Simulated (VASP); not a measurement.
Wanted: the native input for a VASP 6.6.1 run.

```yaml
Task: single point
Functional: PBE
Potentials_or_basis: VASP PAW PBE potentials, release 64 (Si)
Cutoff: 520 eV
k_mesh: 12 × 12 × 12
Occupations: gaussian, width 0.15 eV
Spin: no spin polarisation
Dipole_correction: no
Further_INCAR_settings: ALGO = Normal; EDIFF = 1e-06; NBANDS = 26
```

The structure of Si lies in POSCAR:

```
Si
1.0
    0.0000000000      0.0000000000      4.9938171177
    5.2842308228      0.0000000000      0.0000000000
   -2.6421154115      4.5762781320      0.0000000000
Si
8
Direct
   -0.0350433338      0.0000000000      0.0000000000
    0.5000000000      0.0000000000      0.0000000000
    0.0000000000      0.0000000000      0.5000000000
    0.5000000000      0.0000000000      0.5000000000
    0.0000000000      0.5000000000      0.0000000000
    0.5000000000      0.5000000000      0.0000000000
    0.0000000000      0.5000000000      0.5000000000
    0.5000000000      0.5000000000      0.5000000000
```

This cell differs from its parent crystal: atom 1 (Si) moved +0.175 Å towards its neighbour atom 2 (Si) at 2.497 Å.

These files were run (other wordings do the same):

INCAR

```
  ALGO = Normal
  EDIFF = 1E-6
  ENCUT = 520
  GGA = PE
  ISIF = 2
  ISMEAR = 0
  LASPH = T
  LCHARG = T
  LELF = T
  LREAL = F
  LVHAR = T
  LWAVE = F
  NBANDS = 26
  NELM = 100
  PREC = Accurate
  SIGMA = 0.15
```

KPOINTS

```
k-points
0
Gamma
  12 12 12
```

Potentials or basis: VASP PAW PBE potentials, release 64 (Si).

Run with:

```sh
$ cat potpaw_PBE.64/Si/POTCAR > POTCAR
$ mpirun -np 1 vasp_std > vasp.out
```

It gave:

The pressure is 0.5 GPa and the largest force is 1.280 eV/Å. The band gap on the k mesh is zero (bands 16 and 17 overlap by 3.42 eV).

Caveat: the cell differs from its parent crystal (atom 1 (Si) moved +0.175 Å towards its neighbour atom 2 (Si) at 2.497 Å); forces of over 1 eV/Å act on the atoms, so gaps and moduli don't describe the material at rest.

It took 6.1 min on 1 thread of Intel Xeon 8259CL, with other jobs on the host, peak memory 0.42 GiB.
